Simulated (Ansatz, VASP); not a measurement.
Ca: VASP beside Ansatz

INCAR

```
PREC = Accurate
ENCUT = 520
EDIFF = 1E-6
ISMEAR = 0
SIGMA = 0.15
LREAL = F
LASPH = T
NELM = 60
ALGO = Fast
ISIF = 2
LWAVE = F
LCHARG = F
GGA = PE
NBANDS = 11
```

KPOINTS

```
Automatic mesh
0
Gamma
  14 14 14
```

File POSCAR:

```
Ca
1.0
    0.0000000000      2.8780260000      2.8361130000
    2.8780260000      0.0000000000      2.8361130000
    2.8780260000      2.8780260000      0.0000000000
Ca
1
Direct
    0.0000000000      0.0000000000      0.0000000000
```

Input for Ansatz:

```yaml
crystal:
  lattice:
    - [0.0, 2.878026, 2.836113]
    - [2.878026, 0.0, 2.836113]
    - [2.878026, 2.878026, 0.0]
  atoms:
    - { symbol: Ca, position: [0.0, 0.0, 0.0] }
basis:
  ecutwfc: 420
kpoints:
  mp_grid: { grid: [14, 14, 14] }
hamiltonian:
  xc: pbe
scf:
  occupations: { method: gaussian, width: 0.15 }
output:
  forces: true
  stress: true
  eigenvalues: true
```

Change from the starting cell: strain +0.030 along x and y, +0.015 along z, atoms carried along.

Alike in both runs: task single point; functional PBE; k mesh 14 × 14 × 14; occupations gaussian, width 0.15 eV; no spin polarisation.

|  | VASP | Ansatz |
| --- | --- | --- |
| version | VASP 6.6.1 | Ansatz 0.2.0 |
| potentials or method | VASP PAW PBE potentials, release 64 (Ca_sv), cutoff 520 eV | scalar-relativistic, plane waves, PAW |
| valence electrons in the cell | 10 | 10 |

```tsv
	VASP	Ansatz	Ansatz less VASP
gap on the k mesh at the Fermi level (eV)	none	none	-
pressure (GPa)	-1.6	-1.6	0.00
traceless stress, the component that is largest in VASP (GPa)	0.06	0.06	0.000
```

A gap of «none» marks a metal or a gap that the smearing closes.
